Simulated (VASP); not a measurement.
# NaSnF3 (P4/mmm) in VASP: a series of runs, part 2 of 2

VASP 6.6.1. The steps go on from the part before.

**3. Single point, PBE (epitaxial xy strain +3.0%)**

The input, INCAR:

```
SYSTEM = NaSnF3
PREC     = Accurate       ! precision mode
ENCUT    = 520            ! plane-wave cutoff, eV
EDIFF    = 1E-6           ! SCF threshold, eV
ISMEAR   = -1             ! smearing method
SIGMA    = 0.02           ! smearing width, eV
LREAL    = .FALSE.        ! projectors in reciprocal space
LASPH    = .TRUE.         ! aspherical terms in the spheres
NELM     = 60             ! most SCF steps
ALGO     = Normal         ! electronic algorithm
ISIF     = 2              ! what is computed and relaxed
LWAVE    = .FALSE.        ! write WAVECAR
LCHARG   = .FALSE.        ! write CHGCAR
GGA      = PE             ! functional
NBANDS   = 29             ! bands
```

The input, KPOINTS:

```
regular mesh
0
G
  6 6 6
  0 0 0
```

The input, POSCAR:

```
NaSnF3
1.0
    4.7716983235      0.0000000000      0.0000000000
    0.0000000000      4.7716983235      0.0000000000
    0.0000000000      0.0000000000      4.5793676774
Na Sn F
1 1 3
Direct
    0.0000000000      0.0000000000      0.0000000000
    0.5000000000      0.5000000000      0.5000000000
    0.5000000000      0.5000000000      0.0000000000
    0.5000000000      0.0000000000      0.5000000000
    0.0000000000      0.5000000000      0.5000000000
```

Potentials or basis: VASP PAW PBE potentials, release 64 (Na_pv, Sn_d, F).

Started as:

```console
cat potpaw_PBE.64/Na_pv/POTCAR potpaw_PBE.64/Sn_d/POTCAR potpaw_PBE.64/F/POTCAR > POTCAR
mpirun -np 1 vasp_std > vasp.out
```

OUTCAR:

```text
SYSTEM = NaSnF3
   PREC = Accurate
   ENCUT = 520
   EDIFF = 1E-6
   ISMEAR = -1
   LREAL = .FALSE.
   LASPH = .TRUE.
   NELM = 60
   ISIF = 2
   GGA = PE

 ion  position               nearest neighbor table
   1  0.000  0.000  0.000-
   2  0.500  0.500  0.500-   3 2.29   3 2.29   5 2.39   4 2.39   4 2.39   5 2.39
   3  0.500  0.500  0.000-   2 2.29   2 2.29
   4  0.500  0.000  0.500-   2 2.39   2 2.39
   5  0.000  0.500  0.500-   2 2.39   2 2.39

  LATTYP: Found a simple tetragonal cell.
 ALAT       =     4.7716983235
 C/A-ratio  =     0.9596934607

  Lattice vectors:

 A1 = (   4.7716983235,   0.0000000000,   0.0000000000)
 A2 = (   0.0000000000,   4.7716983235,   0.0000000000)
 A3 = (   0.0000000000,   0.0000000000,   4.5793676774)

Analysis of symmetry for initial positions (statically):
=====================================================================
 Subroutine PRICEL returns:
 Original cell was already a primitive cell.

 Routine SETGRP: Setting up the symmetry group for a
 simple tetragonal supercell.

 Subroutine GETGRP returns: Found 16 space group operations
 (whereof 16 operations were pure point group operations)
 out of a pool of 16 trial point group operations.

The static configuration has the point symmetry D_4h.

Analysis of symmetry for dynamics (positions and initial velocities):
=====================================================================
 Subroutine PRICEL returns:
 Original cell was already a primitive cell.

 Routine SETGRP: Setting up the symmetry group for a
 simple tetragonal supercell.

 Subroutine GETGRP returns: Found 16 space group operations
 (whereof 16 operations were pure point group operations)
 out of a pool of 16 trial point group operations.

The dynamic configuration has the point symmetry D_4h.

 Subroutine INISYM returns: Found 16 space group operations
 (whereof 16 operations are pure point group operations),
 and found     1 'primitive' translations

----------------------------------------------------------------------------------------

                                     Primitive cell

  volume of cell :     104.2681

  direct lattice vectors                    reciprocal lattice vectors
     4.771698323  0.000000000  0.000000000     0.209568990  0.000000000  0.000000000
     0.000000000  4.771698323  0.000000000     0.000000000  0.209568990  0.000000000
     0.000000000  0.000000000  4.579367677     0.000000000  0.000000000  0.218370760

  length of vectors
     4.771698323  4.771698323  4.579367677     0.209568990  0.209568990  0.218370760

  position of ions in fractional coordinates (direct lattice)
     0.000000000  0.000000000  0.000000000
     0.500000000  0.500000000  0.500000000
     0.500000000  0.500000000  0.000000000
     0.500000000  0.000000000  0.500000000
     0.000000000  0.500000000  0.500000000

  ion indices of the primitive-cell ions
   primitive index   ion index
                 1           1
                 2           2
                 3           3
                 4           4
                 5           5

----------------------------------------------------------------------------------------

 KPOINTS: regular mesh

Automatic generation of k-mesh.
 Grid dimensions read from file:
 generate k-points for:    6    6    6

 Generating k-lattice:

  Cartesian coordinates                     Fractional coordinates (reciprocal lattice)
     0.034928165  0.000000000  0.000000000     0.166666667  0.000000000  0.000000000
     0.000000000  0.034928165  0.000000000     0.000000000  0.166666667  0.000000000
     0.000000000  0.000000000  0.036395127     0.000000000  0.000000000  0.166666667

  Length of vectors
     0.034928165  0.034928165  0.036395127

  Shift w.r.t. Gamma in fractional coordinates (k-lattice)
     0.000000000  0.000000000  0.000000000

 Subroutine IBZKPT returns following result:
 ===========================================

 Found     40 irreducible k-points:

 Following reciprocal coordinates:
            Coordinates               Weight
  0.000000  0.000000  0.000000      1.000000
  0.166667  0.000000  0.000000      4.000000
  0.333333  0.000000  0.000000      4.000000
  0.500000  0.000000  0.000000      2.000000
  0.166667  0.166667  0.000000      4.000000
  0.333333  0.166667  0.000000      8.000000
[... 16 lines left out ...]
  0.333333  0.000000  0.333333      8.000000
  0.500000  0.000000  0.333333      4.000000
 [... further k-points ...]
   k-points           NKPTS =     40   k-points in BZ     NKDIM =     40   number of bands    NBANDS=     29
   number of dos      NEDOS =    301   number of ions     NIONS =      5
   total plane-waves  NPLWV =  46656
   dimension x,y,z NGX =    36 NGY =   36 NGZ =   36
   dimension x,y,z NGXF=    72 NGYF=   72 NGZF=   72
   ions per type =               1   1   3
   NGX,Y,Z   is equivalent  to a cutoff of  12.54, 12.54, 13.07 a.u.
   NGXF,Y,Z  is equivalent  to a cutoff of  25.08, 25.08, 26.14 a.u.
 SYSTEM =  NaSnF3
   PREC   = accura    normal or accurate (medium, high low for compatibility)
   ISTART =      0    job   : 0-new  1-cont  2-samecut
   ICHARG =      2    charge: 1-file 2-atom 10-const
   ISPIN  =      1    spin polarized calculation?
   LNONCOLLINEAR =      F non collinear calculations
   LSORBIT =      F    spin-orbit coupling
   LASPH  =      T    aspherical Exc in radial PAW
   ENCUT  =  520.0 eV  38.22 Ry    6.18 a.u.   8.87  8.87  8.51*2*pi/ulx,y,z
   NELM   =     60;   NELMIN=  2; NELMDL= -5     # of ELM steps
   EDIFF  = 0.1E-05   stopping-criterion for ELM
   LREAL  =      F    real-space projection
   EDIFFG = 0.1E-04   stopping-criterion for IOM
   NSW    =      0    number of steps for IOM
   IBRION =     -1    ionic relax: 0-MD 1-quasi-New 2-CG
   NFREE  =      0    steps in history (QN), initial steepest desc. (CG)
   ISIF   =      2    stress and relaxation
   ISYM   =      2    0-nonsym 1-usesym 2-fastsym
   POTIM  = 0.5000    time-step for ionic-motion
   TEBEG  =    0.0;   TEEND  =   0.0 temperature during run
   PSTRESS=    0.0 pullay stress
   NELECT =      42.0000    total number of electrons
   NUPDOWN=      -1.0000    fix difference up-down
   EMIN   =  10.00;   EMAX   =-10.00  energy-range for DOS
   EFERMI =   0.00;   METHOD = LEGACY
   ISMEAR =    -1;   SIGMA  =   0.02  broadening in eV -4-tet -1-fermi 0-gaus
   EFERMI_NEDOS =   21; number of points for ismear=-14 and -15
   IALGO  =     38    algorithm
   IMIX   =      4    mixing-type and parameters
     AMIX     =   0.40;   BMIX     =  1.00
     AMIX_MAG =   1.60;   BMIX_MAG =  1.00
  volume/ion in A,a.u.               =      20.85       140.73
  Fermi-wavevector in a.u.,A,eV,Ry     =   1.209040  2.284755 19.888703  1.461778
  Thomas-Fermi vector in A             =   2.344630
   LORBIT       =      0    0 simple, 1 ext, 2 COOP (PROOUT), +10 PAW based schemes
   GGA     = PE    functional components
   LHFCALC =     F    Hartree Fock is set to
   AEXX    =    0.0000 exact exchange contribution
   IVDW    =     0    specifies the selected vdW correction
   LEPSILON=     F    determine dielectric tensor
   LRPA    =     F    only Hartree local field effects (RPA)
 non-spin polarized calculation
  energy-cutoff  :      520.00
  volume of cell :      104.27
 maximum number of plane-waves:      2826
 NGX is ok and might be reduce to    36
   NGX = 17   NGY = 17   NGZ = 17

 number of electron      41.9999981 magnetization

 Free energy of the ion-electron system (eV)
  ---------------------------------------------------
  ext. energy  EPLUGINS =         0.00000000
  ---------------------------------------------------
  free energy    TOTEN  =       -21.64568370 eV

  energy without entropy =      -21.64568370  energy(sigma->0) =      -21.64568370

 E-fermi :   3.1083     XC(G=0):  -7.7068

 val. band max:        2.6810127422   @ k =   0.5000   0.5000   0.5000
 cond. band min:       3.7323677677   @ k =   0.5000   0.0000   0.0000
 fundamental gap:      1.0513550256
 Fermi energy:         3.1083033134

 k-point     1 :       0.0000    0.0000    0.0000
  band No.  band energies     occupation
      1     -23.6239      2.00000
      2     -23.6239      2.00000
      3     -23.6218      2.00000
      4     -21.6400      2.00000
      5     -21.2165      2.00000
      6     -21.2164      2.00000
[... 757 lines left out ...]
     28       9.4705      0.00000
     29      11.6073      0.00000

 [... further k-points ...]
[... 5 lines left out ...]
  --------------------------------------------------------------------------------------
  -------------------------------------------------------------------------------------
  Total       -0.9108469     -0.9108469      0.9822953      0.0000000      0.0000000      0.0000000
  in kB      -13.9960181    -13.9960181     15.0938894      0.0000000      0.0000000      0.0000000
  external PRESSURE =      -4.2993823 kB  Pullay stress =       0.0000000 kB

 VOLUME and BASIS-vectors are now :
 -----------------------------------------------------------------------------
  energy-cutoff  :      520.00
  volume of cell :      104.27
      direct lattice vectors                 reciprocal lattice vectors
     4.771698323  0.000000000  0.000000000     0.209568990  0.000000000  0.000000000
     0.000000000  4.771698323  0.000000000     0.000000000  0.209568990  0.000000000
     0.000000000  0.000000000  4.579367677     0.000000000  0.000000000  0.218370760

 POSITION                                       TOTAL-FORCE (eV/Angst)
 -----------------------------------------------------------------------------------
      0.00000      0.00000      0.00000         0.000000      0.000000      0.000000
      2.38585      2.38585      2.28968         0.000000      0.000000      0.000000
      2.38585      2.38585      0.00000         0.000000      0.000000      0.000000
      2.38585      0.00000      2.28968         0.000000      0.000000      0.000000
      0.00000      2.38585      2.28968         0.000000      0.000000      0.000000
 -----------------------------------------------------------------------------------
    total drift:                                0.000000      0.000000      0.000000

  FREE ENERGIE OF THE ION-ELECTRON SYSTEM (eV)
  ---------------------------------------------------
  free  energy   TOTEN  =       -21.6456836968 eV

  energy  without entropy=      -21.6456836968  energy(sigma->0) =      -21.64568370
```

It took 81 s on 1 thread of Oxide Virtual Turin-like, shared host; peak memory 0.23 GiB.

Results:

| Property | Result |
| --- | --- |
| Free energy | -21.6457 eV |
| Pressure | -0.4 GPa |
| Band gap on the k mesh | 1.05 eV (least direct gap 1.89 eV) |

Levels at points of the mesh, in eV from the valence-band top:
```
           k point  band 18  band 19  band 20  band 21  band 22  band 23  band 24  band 25
(0.00, 0.00, 0.00)    -5.04    -5.00    -5.00    -4.95     1.13     4.65     4.65     5.22
(0.50, 0.00, 0.00)    -5.10    -5.07    -5.00    -2.63     1.05     4.07     4.68     4.72
(0.50, 0.50, 0.00)    -5.06    -5.06    -4.70    -1.30     1.84     1.84     2.65     5.11
(0.00, 0.00, 0.50)    -5.04    -5.00    -5.00    -2.41     1.27     4.03     4.65     4.65
(0.50, 0.00, 0.50)    -5.27    -5.09    -4.77    -1.11     1.84     2.10     2.77     4.49
(0.50, 0.50, 0.50)    -4.77    -4.77    -4.70     0.00     1.89     1.89     2.20     2.96
```

Caveat: the cell differs from its parent crystal (epitaxial xy strain +3.0%); spin-orbit coupling is left out, which moves the levels of the heavy elements. A k mesh can miss the band edges.

**4. Single point, r2SCAN (uniaxial z strain -5.0%)**

Changes to POSCAR since step 3:

```diff
@@ -2,5 +2,5 @@
 1.0
-    4.7716983235      0.0000000000      0.0000000000
-    0.0000000000      4.7716983235      0.0000000000
-    0.0000000000      0.0000000000      4.5793676774
+    4.6327168189      0.0000000000      0.0000000000
+    0.0000000000      4.6327168189      0.0000000000
+    0.0000000000      0.0000000000      4.4010809779
 Na Sn F
```

The input, INCAR.step1:

```
SYSTEM = NaSnF3
PREC     = Accurate       ! precision mode
ENCUT    = 520            ! plane-wave cutoff, eV
ISMEAR   = 0              ! smearing method
SIGMA    = 0.01           ! smearing width, eV
LREAL    = .FALSE.        ! projectors in reciprocal space
LASPH    = .TRUE.         ! aspherical terms in the spheres
NELM     = 80             ! most SCF steps
NBANDS   = 29             ! bands
GGA      = PE             ! functional
ALGO     = Normal         ! electronic algorithm
EDIFF    = 1E-4           ! SCF threshold, eV
LWAVE    = .TRUE.         ! write WAVECAR
LCHARG   = .FALSE.        ! write CHGCAR
```

The input, INCAR.step2:

```
SYSTEM = NaSnF3
PREC     = Accurate       ! precision mode
ENCUT    = 520            ! plane-wave cutoff, eV
EDIFF    = 1E-7           ! SCF threshold, eV
ISMEAR   = 0              ! smearing method
SIGMA    = 0.01           ! smearing width, eV
LREAL    = .FALSE.        ! projectors in reciprocal space
LASPH    = .TRUE.         ! aspherical terms in the spheres
NELM     = 80             ! most SCF steps
ALGO     = Normal         ! electronic algorithm
ISIF     = 2              ! what is computed and relaxed
LWAVE    = .FALSE.        ! write WAVECAR
LCHARG   = .FALSE.        ! write CHGCAR
METAGGA  = R2SCAN         ! meta-GGA
LMIXTAU  = .TRUE.       
NBANDS   = 29             ! bands
ISTART   = 1
```

The input, KPOINTS:

```
Automatic mesh
0
G
  6 6 6
  0 0 0
```

Started as:

```console
cat potpaw_PBE.64/Na_pv/POTCAR potpaw_PBE.64/Sn_d/POTCAR potpaw_PBE.64/F/POTCAR > POTCAR
cp INCAR.step1 INCAR
mpirun -np 1 vasp_std > vasp.out
cp INCAR.step2 INCAR
mpirun -np 1 vasp_std > vasp.out
```

It took 9.8 min on 1 thread of Oxide Virtual Turin-like, shared host; peak memory 0.25 GiB.

The run converged. Its results:

| Item | Value |
| --- | --- |
| Free energy | -48.9008 eV |
| Pressure | 3.0 GPa |
| Band gap on the k mesh | 0.68 eV (least direct gap 1.66 eV) |

Stress tensor (GPa, compression positive):
```
1.19 0.00 0.00
0.00 1.19 0.00
0.00 0.00 6.57
```

Levels at points of the mesh, in eV from the valence-band top:
| k point | band 18 | band 19 | band 20 | band 21 | band 22 | band 23 | band 24 | band 25 |
| --- | --- | --- | --- | --- | --- | --- | --- | --- |
| (0.00, 0.00, 0.00) | -6.58 | -6.58 | -6.53 | -5.75 | 0.79 | 4.67 | 4.67 | 5.46 |
| (0.50, 0.00, 0.00) | -6.70 | -6.65 | -6.58 | -3.09 | 0.68 | 3.69 | 4.71 | 5.04 |
| (0.50, 0.50, 0.00) | -6.65 | -6.65 | -6.24 | -1.55 | 1.55 | 1.55 | 2.49 | 5.35 |
| (0.00, 0.00, 0.50) | -6.64 | -6.57 | -6.57 | -2.77 | 0.98 | 3.66 | 4.69 | 4.69 |
| (0.50, 0.00, 0.50) | -6.88 | -6.68 | -6.33 | -1.29 | 1.57 | 1.91 | 2.67 | 4.49 |
| (0.50, 0.50, 0.50) | -6.33 | -6.33 | -6.23 | 0.00 | 1.66 | 1.66 | 2.10 | 2.90 |

Caveat: the cell differs from its parent crystal (uniaxial z strain -5.0%); the stress differs along the axes, from 1 to 7 GPa; semilocal functionals underestimate gaps, and a narrow one can read as zero; the PAW data sets were made with another functional, which shifts forces and pressure a little; spin-orbit coupling is left out, which moves the levels of the heavy elements.

**5. Summary**

| level | cell | smearing | gap on the mesh (eV) | pressure (GPa) |
| --- | --- | --- | --- | --- |
| PBE | a = 4.633, b = 4.633, c = 4.401 Å, 5 atoms | fermi-dirac 0.02 eV | 0.46 | 4.5 |
| PBE | a = 4.772, b = 4.772, c = 4.579 Å, 5 atoms | fermi-dirac 0.02 eV | 1.05 | -0.4 |
| r2SCAN | a = 4.633, b = 4.633, c = 4.401 Å, 5 atoms | gaussian 0.01 eV | 0.68 | 3.0 |

Alike in all rows: task single point; potentials or basis VASP PAW PBE potentials, release 64 (Na_pv, Sn_d, F); no spin polarisation; k mesh 6 × 6 × 6; cutoff (eV) 520.

Caveats: spin-orbit coupling is left out, which moves the levels of the heavy elements; semilocal functionals underestimate gaps, and a narrow one can read as zero (at least some runs); the stress differs along the axes, from 3 to 8 GPa (at least some runs); the stress differs along the axes, from 1 to 7 GPa (at least some runs); the PAW data sets were made with another functional, which shifts forces and pressure a little (at least some runs).

Absolute energies hang on the potentials; compare differences alone.
